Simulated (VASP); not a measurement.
Wanted: the native input for a VASP 6.6.1 run.

```
Task                   : relaxation of cell and atoms
Functional             : r2SCAN
Potentials or basis    : VASP PAW PBE potentials, release 64 (N, Ga_d, As)
Cutoff                 : 600 eV
k mesh                 : 6 × 6 × 6
Occupations            : fermi-dirac, width 0.02 eV
Spin                   : no spin polarisation
Dipole correction      : no
Further INCAR settings : ALGO = Normal; EDIFF = 1e-06; IBRION = 2; EDIFFG = -0.005; NSW = 80; ISIF = 3
```

Ga2AsN:

```
N Ga As
1.0
     3.50154    0.00000    0.00000
     0.00000    3.50154    0.00000
     0.00000    0.00000    4.93601
N Ga As
1 2 1
Direct
  0.00000 0.00000 0.00000
  0.00000 0.00000 0.50000
  0.50000 0.50000 0.00000
  0.50000 0.50000 0.50000
```

The input as run:

POSCAR

```
Ga2AsN
1.0
    3.5015408646      0.0000000000      0.0000000000
    0.0000000000      3.5015408646      0.0000000000
    0.0000000000      0.0000000000      4.9360051849
N Ga As
1 2 1
Direct
    0.0000000000      0.0000000000      0.0000000000
    0.0000000000      0.0000000000      0.5000000000
    0.5000000000      0.5000000000      0.0000000000
    0.5000000000      0.5000000000      0.5000000000
```

INCAR.step1

```
SYSTEM = Ga2AsN
  ALGO = Normal
  EDIFF = 1E-4
  ENCUT = 600
  GGA = PE
  ISMEAR = -1
  LASPH = .True.
  LCHARG = .False.
  LREAL = .False.
  LWAVE = .True.
  NELM = 60
  PREC = Accurate
  SIGMA = 0.02
```

INCAR.step2

```
SYSTEM = Ga2AsN
  ALGO = Normal
  EDIFF = 1E-6
  EDIFFG = -0.005
  ENCUT = 600
  IBRION = 2
  ISIF = 3
  ISMEAR = -1
  ISTART = 1
  LASPH = .True.
  LCHARG = .False.
  LMIXTAU = .True.
  LREAL = .False.
  LWAVE = .False.
  METAGGA = R2SCAN
  NELM = 60
  NSW = 80
  PREC = Accurate
  SIGMA = 0.02
```

KPOINTS

```
k-points
0
Gamma
  6 6 6
  0 0 0
```

Potentials or basis: VASP PAW PBE potentials, release 64 (N, Ga_d, As).

Command:

```bash
$ cat potpaw_PBE.64/N/POTCAR potpaw_PBE.64/Ga_d/POTCAR potpaw_PBE.64/As/POTCAR > POTCAR
$ cp INCAR.step1 INCAR
$ mpirun -np 1 vasp_std > vasp.out
$ cp INCAR.step2 INCAR
$ mpirun -np 1 vasp_std > vasp.out
```

Results of the run:

```yaml
Relaxed_volume: 14.56 Å³/atom
Relaxed_cell: a = 3.466 Å, b = 3.466 Å, c = 4.848 Å, α = 90.00°, β = 90.00°, γ = 90.00°
Space_group_after_relaxing_to_0.1_Å: P4/mmm (No. 123)
Energy_gained_by_relaxing: 8.2 meV/atom
Ionic_steps: 6
Pressure_after_relaxing: 0.0 GPa
Band_gap_on_the_k_mesh: zero (bands 18 and 19 overlap by 3.03 eV)
```

Caveat: the PAW data sets were made with another functional, which shifts forces and pressure a little.

Wall time 5.6 min on 1 thread of Intel(R) Xeon(R) 6975P-C (Granite Rapids) (shared host), peak memory 0.24 GiB.
